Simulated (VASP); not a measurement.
# CO2 (Pa-3) in VASP: notebook

CO2 is run at these levels: PBE; tasks: electric field gradients.

Program: VASP 6.6.1. These are calculated values, not measurements. Logs are shortened: lines on timing, memory, paths and dates and some standing lists are left out, and cuts for length are marked.

## 1. The cell of the first run

The structure is cubic, space group Pa-3 (No. 205). Conventional cell: a = 5.497 Å, b = 5.497 Å, c = 5.497 Å, α = 90.00°, β = 90.00°, γ = 90.00°. Within 1.6 Å of C (site symmetry -3) lie 2 O at 1.17 Å. O (site symmetry 3) has 1 C at 1.17 Å within 1.6 Å.

## 2. Electric field gradients, PBE

Input file INCAR:

```
SYSTEM = CO2
PREC     = Accurate       ! precision mode
ENCUT    = 520            ! plane-wave cutoff, eV
EDIFF    = 1E-8           ! SCF threshold, eV
ISMEAR   = -1             ! smearing method
SIGMA    = 0.02           ! smearing width, eV
LREAL    = .FALSE.        ! projectors in reciprocal space
LASPH    = .TRUE.         ! aspherical terms in the spheres
NELM     = 60             ! most SCF steps
ALGO     = Normal         ! electronic algorithm
ISIF     = 2              ! what is computed and relaxed
LWAVE    = .FALSE.        ! write WAVECAR
LCHARG   = .FALSE.        ! write CHGCAR
GGA      = PE             ! functional
LEFG     = .TRUE.       
NBANDS   = 44             ! bands
```

Input file KPOINTS:

```
regular mesh
0
G
  4 4 4
  0 0 0
```

Input file POSCAR:

```
CO2
1.0
    5.4970732800      0.0000000000      0.0000000000
    0.0000000000      5.4970732800      0.0000000000
    0.0000000000      0.0000000000      5.4970732800
C O
4 8
Direct
    0.0000000000      0.0000000000      0.0000000000
    0.5000000000      0.0000000000      0.5000000000
    0.5000000000      0.5000000000      0.0000000000
    0.0000000000      0.5000000000      0.5000000000
    0.1225369800      0.1225369800      0.1225369800
    0.3774630200      0.8774630200      0.6225369800
    0.6225369800      0.3774630200      0.8774630200
    0.8774630200      0.6225369800      0.3774630200
    0.8774630200      0.8774630200      0.8774630200
    0.6225369800      0.1225369800      0.3774630200
    0.3774630200      0.6225369800      0.1225369800
    0.1225369800      0.3774630200      0.6225369800
```

Potentials or basis: VASP PAW PBE potentials, release 64 (C, O).

The run is started by

```bash
$ cat potpaw_PBE.64/C/POTCAR potpaw_PBE.64/O/POTCAR > POTCAR
$ mpirun -np 1 vasp_std > vasp.out
```

OUTCAR:

```text
SYSTEM = CO2
   PREC = Accurate
   ENCUT = 520
   EDIFF = 1E-8
   ISMEAR = -1
   LREAL = .FALSE.
   LASPH = .TRUE.
   NELM = 60
   ISIF = 2
   GGA = PE

 ion  position               nearest neighbor table
   1  0.000  0.000  0.000-   5 1.17   9 1.17
   2  0.500  0.000  0.500-   6 1.17  10 1.17
   3  0.500  0.500  0.000-   7 1.17  11 1.17
   4  0.000  0.500  0.500-   8 1.17  12 1.17
   5  0.123  0.123  0.123-   1 1.17
   6  0.377  0.877  0.623-   2 1.17
   7  0.623  0.377  0.877-   3 1.17
   8  0.877  0.623  0.377-   4 1.17
   9  0.877  0.877  0.877-   1 1.17
  10  0.623  0.123  0.377-   2 1.17
  11  0.377  0.623  0.123-   3 1.17
  12  0.123  0.377  0.623-   4 1.17

  LATTYP: Found a simple cubic cell.
 ALAT       =     5.4970732800

  Lattice vectors:

 A1 = (   5.4970732800,   0.0000000000,   0.0000000000)
 A2 = (   0.0000000000,   5.4970732800,   0.0000000000)
 A3 = (   0.0000000000,   0.0000000000,   5.4970732800)

Analysis of symmetry for initial positions (statically):
=====================================================================
 Subroutine PRICEL returns:
 Original cell was already a primitive cell.

 Routine SETGRP: Setting up the symmetry group for a
 simple cubic supercell.

 Subroutine GETGRP returns: Found 24 space group operations
 (whereof  6 operations were pure point group operations)
 out of a pool of 48 trial point group operations.

The static configuration has the point symmetry S_6 .
 The point group associated with its full space group is T_h .

Analysis of symmetry for dynamics (positions and initial velocities):
=====================================================================
 Subroutine PRICEL returns:
 Original cell was already a primitive cell.

 Routine SETGRP: Setting up the symmetry group for a
 simple cubic supercell.

 Subroutine GETGRP returns: Found 24 space group operations
 (whereof  6 operations were pure point group operations)
 out of a pool of 48 trial point group operations.
[... 688 lines left out ...]
  external PRESSURE =      41.3095186 kB  Pullay stress =       0.0000000 kB

 VOLUME and BASIS-vectors are now :
 -----------------------------------------------------------------------------
  energy-cutoff  :      520.00
  volume of cell :      166.11
      direct lattice vectors                 reciprocal lattice vectors
     5.497073280  0.000000000  0.000000000     0.181914984  0.000000000  0.000000000
     0.000000000  5.497073280  0.000000000     0.000000000  0.181914984  0.000000000
     0.000000000  0.000000000  5.497073280     0.000000000  0.000000000  0.181914984

 POSITION                                       TOTAL-FORCE (eV/Angst)
 -----------------------------------------------------------------------------------
      0.00000      0.00000      0.00000         0.000000      0.000000      0.000000
      2.74854      0.00000      2.74854         0.000000      0.000000      0.000000
      2.74854      2.74854      0.00000         0.000000      0.000000      0.000000
      0.00000      2.74854      2.74854         0.000000      0.000000      0.000000
      0.67359      0.67359      0.67359         0.434107      0.434107      0.434107
      2.07494      4.82348      3.42213        -0.434107     -0.434107      0.434107
      3.42213      2.07494      4.82348         0.434107     -0.434107     -0.434107
      4.82348      3.42213      2.07494        -0.434107      0.434107     -0.434107
      4.82348      4.82348      4.82348        -0.434107     -0.434107     -0.434107
      3.42213      0.67359      2.07494         0.434107      0.434107     -0.434107
      2.07494      3.42213      0.67359        -0.434107      0.434107      0.434107
      0.67359      2.07494      3.42213         0.434107     -0.434107      0.434107
 -----------------------------------------------------------------------------------
    total drift:                                0.000000      0.000000      0.000000

  FREE ENERGIE OF THE ION-ELECTRON SYSTEM (eV)
  ---------------------------------------------------
  free  energy   TOTEN  =       -91.9970987849 eV

  energy  without entropy=      -91.9970987849  energy(sigma->0) =      -91.99709878

 Electric field gradients (V/A^2)
---------------------------------------------------------------------
 ion       V_xx      V_yy      V_zz      V_xy      V_xz      V_yz
---------------------------------------------------------------------
   1       0.000     0.000    -0.000   -25.080   -25.080   -25.080
   2       0.000     0.000    -0.000   -25.080    25.080    25.080
   3       0.000     0.000    -0.000    25.080    25.080   -25.080
   4       0.000     0.000    -0.000    25.080   -25.080    25.080
   5       0.000    -0.000    -0.000    33.977    33.977    33.977
   6       0.000     0.000    -0.000    33.977   -33.977   -33.977
   7       0.000    -0.000    -0.000   -33.977   -33.977    33.977
   8       0.000     0.000    -0.000   -33.977    33.977   -33.977
   9       0.000     0.000    -0.000    33.977    33.977    33.977
  10       0.000     0.000    -0.000    33.977   -33.977   -33.977
  11       0.000    -0.000    -0.000   -33.977   -33.977    33.977
  12       0.000     0.000    -0.000   -33.977    33.977   -33.977
---------------------------------------------------------------------

 Electric field gradients after diagonalization (V/A^2)
 (convention: |V_zz| > |V_xx| > |V_yy|)
----------------------------------------------------------------------
 ion       V_xx      V_yy      V_zz     asymmetry (V_yy - V_xx)/ V_zz
----------------------------------------------------------------------
   1      25.080    25.080   -50.160       0.000
   2      25.080    25.080   -50.160       0.000
   3      25.080    25.080   -50.160       0.000
   4      25.080    25.080   -50.160       0.000
   5     -33.977   -33.977    67.953       0.000
   6     -33.977   -33.977    67.953       0.000
   7     -33.977   -33.977    67.953       0.000
   8     -33.977   -33.977    67.953       0.000
   9     -33.977   -33.977    67.953       0.000
  10     -33.977   -33.977    67.953       0.000
  11     -33.977   -33.977    67.953       0.000
  12     -33.977   -33.977    67.953       0.000
----------------------------------------------------------------------

           NMR quadrupolar parameters

 Cq : quadrupolar parameter    Cq=e*Q*V_zz/h
 eta: asymmetry parameters     (V_yy - V_xx)/ V_zz
 Q  : nuclear electric quadrupole moment in mb (millibarn)
----------------------------------------------------------------------
 ion       Cq(MHz)       eta       Q (mb)
----------------------------------------------------------------------
   1      -0.121       0.000       1.000
   2      -0.121       0.000       1.000
   3      -0.121       0.000       1.000
   4      -0.121       0.000       1.000
   5       0.164       0.000       1.000
   6       0.164       0.000       1.000
   7       0.164       0.000       1.000
   8       0.164       0.000       1.000
   9       0.164       0.000       1.000
  10       0.164       0.000       1.000
  11       0.164       0.000       1.000
  12       0.164       0.000       1.000
----------------------------------------------------------------------
```

OSZICAR:

```text
N       E                     dE             d eps       ncg     rms          rms(c)
DAV:   1     0.402440314211E+03    0.40244E+03   -0.34214E+04   968   0.134E+03
DAV:   2    -0.690889845847E+02   -0.47153E+03   -0.45655E+03  1232   0.320E+02
DAV:   3    -0.979986587395E+02   -0.28910E+02   -0.28669E+02  1152   0.819E+01
DAV:   4    -0.983602778362E+02   -0.36162E+00   -0.36032E+00  1140   0.102E+01
DAV:   5    -0.983657830003E+02   -0.55052E-02   -0.55032E-02  1124   0.123E+00    0.192E+01
DAV:   6    -0.924939950787E+02    0.58718E+01   -0.17824E+01  1092   0.224E+01    0.876E+00
DAV:   7    -0.921069609233E+02    0.38703E+00   -0.89015E-01  1096   0.520E+00    0.491E+00
DAV:   8    -0.920102919993E+02    0.96669E-01   -0.65121E-01  1084   0.383E+00    0.105E+00
DAV:   9    -0.919959378658E+02    0.14354E-01   -0.52398E-02  1044   0.126E+00    0.426E-01
DAV:  10    -0.919968094321E+02   -0.87157E-03   -0.99114E-03  1132   0.453E-01    0.826E-02
DAV:  11    -0.919970387095E+02   -0.22928E-03   -0.27887E-04  1080   0.960E-02    0.356E-02
DAV:  12    -0.919970982317E+02   -0.59522E-04   -0.49393E-05  1112   0.395E-02    0.523E-03
DAV:  13    -0.919970987354E+02   -0.50375E-06   -0.25456E-06  1124   0.902E-03    0.192E-03
DAV:  14    -0.919970987623E+02   -0.26874E-07   -0.39224E-07  1116   0.367E-03    0.632E-04
DAV:  15    -0.919970987734E+02   -0.11079E-07   -0.17758E-08   920   0.714E-04    0.267E-04
DAV:  16    -0.919970987915E+02   -0.18110E-07   -0.57214E-09   528   0.413E-04    0.940E-05
DAV:  17    -0.919970987849E+02    0.65247E-08   -0.68165E-10   496   0.142E-04
   1 F= -.91997099E+02 E0= -.91997099E+02  d E =-.745939E-11
```

Wall time 3 min (1 thread of Intel Xeon 8259CL, shared host); peak memory 0.27 GiB.

Results:

```yaml
Free_energy: -91.9971 eV
Pressure: 4.1 GPa
Largest_force: 0.752 eV/Å
Band_gap_on_the_k_mesh: 6.85 eV
Largest_electric_field_gradient_by_atom: C -50.2; O +68.0 V/Å²
```

Forces in eV/Å, atoms in the order of the input:
```
C    0.000  0.000  0.000
C    0.000  0.000  0.000
C    0.000  0.000  0.000
C    0.000  0.000  0.000
O    0.434  0.434  0.434
O   -0.434 -0.434  0.434
O    0.434 -0.434 -0.434
O   -0.434  0.434 -0.434
O   -0.434 -0.434 -0.434
O    0.434  0.434 -0.434
O   -0.434  0.434  0.434
O    0.434 -0.434  0.434
```

Electric field gradients, principal values (V/Å²):
```
atom    least   middle  greatest (by size)
 1 C   25.080   25.080             -50.160
 2 C   25.080   25.080             -50.160
 3 C   25.080   25.080             -50.160
 4 C   25.080   25.080             -50.160
 5 O  -33.977  -33.977              67.953
 6 O  -33.977  -33.977              67.953
 7 O  -33.977  -33.977              67.953
 8 O  -33.977  -33.977              67.953
 9 O  -33.977  -33.977              67.953
10 O  -33.977  -33.977              67.953
11 O  -33.977  -33.977              67.953
12 O  -33.977  -33.977              67.953
```

Caveat: the cell stands under pressure; this functional lacks dispersion, which holds the molecules together, so the pressure and a relaxed volume are unreliable; without QUAD_EFG the Cq values of the log hold for a quadrupole moment of 1 mb, not for the nuclei.

## 3. Electric field gradients, PBE

Input file INCAR:

```
SYSTEM = CO2
PREC     = Accurate       ! precision mode
ENCUT    = 520            ! plane-wave cutoff, eV
EDIFF    = 1E-8           ! SCF threshold, eV
ISMEAR   = -1             ! smearing method
SIGMA    = 0.02           ! smearing width, eV
LREAL    = .False.        ! projectors in reciprocal space
LASPH    = .True.         ! aspherical terms in the spheres
NELM     = 80             ! most SCF steps
ALGO     = Normal         ! electronic algorithm
ISIF     = 2              ! what is computed and relaxed
LWAVE    = .False.        ! write WAVECAR
LCHARG   = .False.        ! write CHGCAR
GGA      = PE             ! functional
LEFG     = .True.       
NELECT   = 65.0         
NBANDS   = 44             ! bands
```

Input file KPOINTS:

```
Automatic mesh
0
Gamma
  4 4 4
  0 0 0
```

POSCAR is that of step 2.

Potentials or basis: VASP PAW PBE potentials, release 64 (C, O).

The run is started by

```bash
$ cat potpaw_PBE.64/C/POTCAR potpaw_PBE.64/O/POTCAR > POTCAR
$ mpirun -np 1 vasp_std > vasp.out
```

OUTCAR:

```text
SYSTEM = CO2
   PREC = Accurate
   ENCUT = 520
   EDIFF = 1E-8
   ISMEAR = -1
   LREAL = .False.
   LASPH = .True.
   NELM = 80
   ISIF = 2
   GGA = PE
   NELECT = 65.0

 ion  position               nearest neighbor table
   1  0.000  0.000  0.000-   5 1.17   9 1.17
   2  0.500  0.000  0.500-   6 1.17  10 1.17
   3  0.500  0.500  0.000-   7 1.17  11 1.17
   4  0.000  0.500  0.500-   8 1.17  12 1.17
   5  0.123  0.123  0.123-   1 1.17
   6  0.377  0.877  0.623-   2 1.17
   7  0.623  0.377  0.877-   3 1.17
   8  0.877  0.623  0.377-   4 1.17
   9  0.877  0.877  0.877-   1 1.17
  10  0.623  0.123  0.377-   2 1.17
  11  0.377  0.623  0.123-   3 1.17
  12  0.123  0.377  0.623-   4 1.17

[... 777 lines left out ...]
----------------------------------------------------------------------
 ion       V_xx      V_yy      V_zz     asymmetry (V_yy - V_xx)/ V_zz
----------------------------------------------------------------------
   1      22.800    22.800   -45.600       0.000
   2      22.800    22.800   -45.600       0.000
   3      22.800    22.800   -45.600       0.000
   4      22.800    22.800   -45.600       0.000
   5     -32.767   -32.767    65.534       0.000
   6     -32.767   -32.767    65.534       0.000
   7     -32.767   -32.767    65.534       0.000
   8     -32.767   -32.767    65.534       0.000
   9     -32.767   -32.767    65.534       0.000
  10     -32.767   -32.767    65.534       0.000
  11     -32.767   -32.767    65.534       0.000
  12     -32.767   -32.767    65.534       0.000
----------------------------------------------------------------------

           NMR quadrupolar parameters

 Cq : quadrupolar parameter    Cq=e*Q*V_zz/h
 eta: asymmetry parameters     (V_yy - V_xx)/ V_zz
 Q  : nuclear electric quadrupole moment in mb (millibarn)
----------------------------------------------------------------------
 ion       Cq(MHz)       eta       Q (mb)
----------------------------------------------------------------------
   1      -0.110       0.000       1.000
   2      -0.110       0.000       1.000
   3      -0.110       0.000       1.000
   4      -0.110       0.000       1.000
   5       0.158       0.000       1.000
   6       0.158       0.000       1.000
   7       0.158       0.000       1.000
   8       0.158       0.000       1.000
   9       0.158       0.000       1.000
  10       0.158       0.000       1.000
  11       0.158       0.000       1.000
  12       0.158       0.000       1.000
----------------------------------------------------------------------
```

OSZICAR:

```text
N       E                     dE             d eps       ncg     rms          rms(c)
DAV:   1     0.414725373084E+03    0.41473E+03   -0.34601E+04   968   0.135E+03
DAV:   2    -0.648724926467E+02   -0.47960E+03   -0.46795E+03  1232   0.325E+02
DAV:   3    -0.946001979214E+02   -0.29728E+02   -0.29448E+02  1152   0.832E+01
DAV:   4    -0.950142426282E+02   -0.41404E+00   -0.40114E+00  1140   0.105E+01
DAV:   5    -0.950220819636E+02   -0.78393E-02   -0.77935E-02  1124   0.130E+00    0.194E+01
DAV:   6    -0.881652490868E+02    0.68568E+01   -0.21537E+01  1100   0.237E+01    0.870E+00
DAV:   7    -0.878074590608E+02    0.35779E+00   -0.89283E-01  1108   0.517E+00    0.478E+00
DAV:   8    -0.877226765763E+02    0.84782E-01   -0.56187E-01  1056   0.357E+00    0.111E+00
DAV:   9    -0.877051789625E+02    0.17498E-01   -0.64165E-02  1036   0.130E+00    0.444E-01
DAV:  10    -0.877060450271E+02   -0.86606E-03   -0.64500E-03  1168   0.382E-01    0.927E-02
DAV:  11    -0.877063056768E+02   -0.26065E-03   -0.35399E-04  1064   0.103E-01    0.439E-02
DAV:  12    -0.877063675920E+02   -0.61915E-04   -0.12829E-04  1056   0.536E-02    0.775E-03
DAV:  13    -0.877063682652E+02   -0.67326E-06   -0.23666E-06  1156   0.798E-03    0.380E-03
DAV:  14    -0.877063682510E+02    0.14256E-07   -0.95691E-07  1076   0.489E-03    0.838E-04
DAV:  15    -0.877063682498E+02    0.12024E-08   -0.81355E-08  1088   0.143E-03
   1 F= -.87706368E+02 E0= -.87696329E+02  d E =-.200780E-01
```

Wall time 2.4 min (1 thread of Intel Xeon 8259CL, shared host); peak memory 0.27 GiB.

Results:

* Free energy: -87.7064 eV
* Largest force: 1.868 eV/Å
* Largest electric field gradient by atom: C -45.6; O +65.5 V/Å²

Forces in eV/Å, atoms in the order of the input:
```
C    0.000  0.000  0.000
C    0.000  0.000  0.000
C    0.000  0.000  0.000
C    0.000  0.000  0.000
O    1.079  1.079  1.079
O   -1.079 -1.079  1.079
O    1.079 -1.079 -1.079
O   -1.079  1.079 -1.079
O   -1.079 -1.079 -1.079
O    1.079  1.079 -1.079
O   -1.079  1.079  1.079
O    1.079 -1.079  1.079
```

Electric field gradients, principal values (V/Å²):
```
atom    least   middle  greatest (by size)
 1 C   22.800   22.800             -45.600
 2 C   22.800   22.800             -45.600
 3 C   22.800   22.800             -45.600
 4 C   22.800   22.800             -45.600
 5 O  -32.767  -32.767              65.534
 6 O  -32.767  -32.767              65.534
 7 O  -32.767  -32.767              65.534
 8 O  -32.767  -32.767              65.534
 9 O  -32.767  -32.767              65.534
10 O  -32.767  -32.767              65.534
11 O  -32.767  -32.767              65.534
12 O  -32.767  -32.767              65.534
```

Caveat: the cell carries a net charge on a neutralising background, which shifts energy and pressure; the cell is charged against a uniform background, so pressure and absolute levels hang on convention; this functional lacks dispersion, which holds the molecules together, so the pressure and a relaxed volume are unreliable; without QUAD_EFG the Cq values of the log hold for a quadrupole moment of 1 mb, not for the nuclei; an odd number of electrons without spin polarisation forces a metal; a magnetic or distorted state may lie lower.
